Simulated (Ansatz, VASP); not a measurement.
Na3SCl in VASP and in Ansatz

```
CELL_PARAMETERS angstrom
5.25320 0.00000 0.00000
0.00000 5.25320 0.00000
0.00000 0.00000 5.25320
ATOMIC_POSITIONS crystal
Cl 0.00000 0.00000 0.00000
S 0.50000 0.50000 0.50000
Na 0.50000 0.50000 0.00000
Na 0.50000 0.00000 0.50000
Na 0.00000 0.50000 0.50000
```

Alike in both runs: task single point; functional PBEsol; k mesh 4 × 4 × 4; occupations gaussian, width 0.02 eV; no spin polarisation.

|  | VASP | Ansatz |
| --- | --- | --- |
| version | VASP 6.6.1 | Ansatz 0.2.0 |
| potentials or method | VASP PAW PBE potentials, release 64 (Cl, S, Na_pv), cutoff 520 eV | scalar-relativistic, plane waves, PAW |
| valence electrons in the cell | 34 | 40 |

|  | VASP | Ansatz | Ansatz less VASP |
| --- | --- | --- | --- |
| gap on the k mesh at the Fermi level (eV) | 2.60 | 2.61 | +0.008 |
| least direct gap on the mesh (eV) | 2.60 | 2.61 | +0.008 |
| pressure (GPa) | -0.8 | -0.9 | -0.04 |

VASP's potentials were made for PBE, not for PBEsol. With one functional, cell and mesh, what is left measures potentials, basis and numerics. VASP's potentials hold 34 valence electrons a cell and Ansatz's 40, so a difference there can come from the potentials and not from the codes.
